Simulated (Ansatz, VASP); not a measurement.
# MoS2 in VASP and in Ansatz

```
CELL_PARAMETERS angstrom
3.12219 0.00000 0.00000
-1.56110 2.70390 0.00000
0.00000 0.00000 12.07494
ATOMIC_POSITIONS crystal
Mo 0.33333 0.66667 0.25000
Mo 0.66667 0.33333 0.75000
S 0.33333 0.66667 0.62128
S 0.66667 0.33333 0.12128
S 0.33333 0.66667 0.87872
S 0.66667 0.33333 0.37872
```

Alike in both runs: task single point; functional LDA; k mesh 8 × 8 × 2; no spin polarisation.

```csv
,VASP,Ansatz
version,VASP 6.6.1,Ansatz 0.2.0
potentials or method,"VASP PAW LDA potentials, release 64 (Mo_sv, S)","PAW with Ansatz's default frozen-core files, scalar-relativistic"
plane-wave cutoff (eV),520,420
occupations,"gaussian, width 0.01 eV",fixed
valence electrons in the cell,52,52
```

```tsv
	VASP	Ansatz	Ansatz less VASP
gap on the k mesh at the Fermi level (eV)	0.84	0.83	-0.012
pressure (GPa)	0.1	0.0	-0.10
rms of the force components (eV/Å)	0.007	0.001	-0.0061
```

LDA's correlation is that of Perdew and Zunger in VASP and of Perdew and Wang (1992) in Ansatz. Atom by atom the forces differ by 0.008 eV/Å (rms over components).
